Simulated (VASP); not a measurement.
Wanted: the native input for a VASP 6.6.1 run.

| Quantity | Value |
| --- | --- |
| Task | single point |
| Functional | PBE |
| Potentials or basis | VASP PAW PBE potentials, release 64 (La, Y_sv, O) |
| Cutoff | 520 eV |
| k mesh | 6 × 6 × 6 |
| Occupations | gaussian, width 0.1 eV |
| Spin | no spin polarisation |
| Dipole correction | no |
| Further INCAR settings | ALGO = Normal; EDIFF = 1e-06; NBANDS = 33 |

The structure of La2Y2O lies in POSCAR:

```
La2Y2O
1.0
    4.8376672337      0.0000000000      0.0000000000
    0.0000000000      4.8376672337      0.0000000000
    0.0000000000      0.0000000000      5.5803984538
La Y O
2 2 1
Direct
    0.5000000000      0.5000000000      0.0000000000
    0.0000000000      0.0000000000      0.0000000000
    0.0000000000      0.5000000000      0.5000000000
    0.5000000000      0.0000000000      0.5000000000
    0.5000000000      0.5000000000      0.5000000000
```

These files were run (other wordings do the same):

INCAR

```
SYSTEM = La2Y2O
PREC = Accurate ; ENCUT = 520
EDIFF = 1E-6 ; ISMEAR = 0
SIGMA = 0.1 ; LREAL = .False.
LASPH = .True. ; NELM = 100
ALGO = Normal ; ISIF = 2
LWAVE = .False. ; LCHARG = .True.
GGA = PE ; LELF = .True.
LVHAR = .True. ; NBANDS = 33
```

KPOINTS

```
Automatic mesh
0
Gamma
  6 6 6
  0 0 0
```

Potentials or basis: VASP PAW PBE potentials, release 64 (La, Y_sv, O).

Run with:

```console
$ cat potpaw_PBE.64/La/POTCAR potpaw_PBE.64/Y_sv/POTCAR potpaw_PBE.64/O/POTCAR > POTCAR
$ mpirun -np 1 vasp_std > vasp.out
```

Results of the run:

* Pressure: 0.0 GPa
* Band gap on the k mesh: zero (bands 25 and 26 overlap by 2.01 eV)

Caveat: spin-orbit coupling is left out, which moves the levels of the heavy elements.

Run time: 5.2 min on 1 thread of Intel(R) Xeon(R) 6975P-C (Granite Rapids) (shared host), peak memory 0.35 GiB.
